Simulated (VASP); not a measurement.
Here is a VASP 6.6.1 calculation.

Contents of POSCAR:

```
ZrBiN
1.0
    4.1331711042      0.0000000000      0.0000000000
    0.0000000000      4.1331711042      0.0000000000
    0.0000000000      0.0000000000      6.8535252651
Zr Bi N
2 2 2
Direct
    0.5000000000      0.0000000000      0.1088877729
    0.0000000000      0.5000000000      0.8911122271
    0.5000000000      0.0000000000      0.5717166817
    0.0000000000      0.5000000000      0.4282833183
    0.0000000000      0.0000000000      0.0000000000
    0.5000000000      0.5000000000      0.0000000000
```

Contents of INCAR.step1:

```
  PREC = Accurate
  ENCUT = 520
  ISMEAR = 0
  SIGMA = 0.1
  LREAL = F
  LASPH = T
  NELM = 60
  NBANDS = 41
  GGA = PE
  ALGO = Normal
  EDIFF = 1E-4
  LWAVE = T
  LCHARG = F
```

INCAR.step2

```
  PREC = Accurate
  ENCUT = 520
  EDIFF = 1E-7
  ISMEAR = 0
  SIGMA = 0.1
  LREAL = F
  LASPH = T
  NELM = 60
  ALGO = Normal
  ISIF = 2
  LWAVE = F
  LCHARG = F
  METAGGA = R2SCAN
  LMIXTAU = T
  NBANDS = 41
  ISTART = 1
```

Contents of KPOINTS:

```
regular mesh
0
Gamma
  4 4 4
```

Potentials or basis: VASP PAW PBE potentials, release 64 (Zr_sv, Bi_d, N).

Run with:

```sh
$ cat potpaw_PBE.64/Zr_sv/POTCAR potpaw_PBE.64/Bi_d/POTCAR potpaw_PBE.64/N/POTCAR > POTCAR
$ cp INCAR.step1 INCAR
$ mpirun -np 1 vasp_std > vasp.out
$ cp INCAR.step2 INCAR
$ mpirun -np 1 vasp_std > vasp.out
```

Question: What does it give for the band gap on the k mesh?

Answer: Zero (band 32 reaches 9.08 eV, above the bottom of band 33 at 8.63 eV).

Question: Predict the largest force.

Answer: 0.029 eV/Å.

Forces in eV/Å, atoms in the order of the input:
```
Zr   0.000  0.000  0.029
Zr   0.000  0.000 -0.029
Bi   0.000  0.000  0.004
Bi   0.000  0.000 -0.004
N    0.000  0.000  0.000
N    0.000  0.000  0.000
```

Caveat: the k points lie up to 0.38 Å⁻¹ apart; the PAW data sets were made with another functional, which shifts forces and pressure a little; spin-orbit coupling is left out, which moves the levels of the heavy elements.
